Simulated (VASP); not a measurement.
Re, 2 atoms in the cell. The structure is trigonal, space group P-3m1 (No. 164). The conventional cell has a = 2.849 Å, b = 2.849 Å, c = 4.484 Å, α = 90.00°, β = 90.00°, γ = 120.00°. Re (site symmetry 3m) has 12 Re at 2.55 to 3.02 Å within 3.4 Å.  This cell differs from its parent crystal: atoms displaced along a vibrational mode, the cell strained.

```yaml
Program: VASP 6.6.1
Task: single point
Functional: PBE
Potentials_or_basis: VASP PAW PBE potentials, release 64 (Re)
Cutoff: 520 eV
k_mesh: 18 × 18 × 10
Occupations: gaussian, width 0.15 eV
Spin: no spin polarisation
Dipole_correction: no
Further_INCAR_settings: ALGO = Fast; EDIFF = 1e-06; NBANDS = 14
```

Potentials or basis: VASP PAW PBE potentials, release 64 (Re).

Command:

```sh
$ cat potpaw_PBE.64/Re/POTCAR > POTCAR
$ mpirun -np 1 vasp_std > vasp.out
```

Hardware: 1 thread of Intel(R) Xeon(R) 6975P-C (Granite Rapids) (shared host).

Question: Estimate the wall time of this run.

Answer: It took 67 s on 1 thread of Intel(R) Xeon(R) 6975P-C (Granite Rapids), on a shared host, peak memory 0.25 GiB. Counts: scf iterations 14, k points 330.
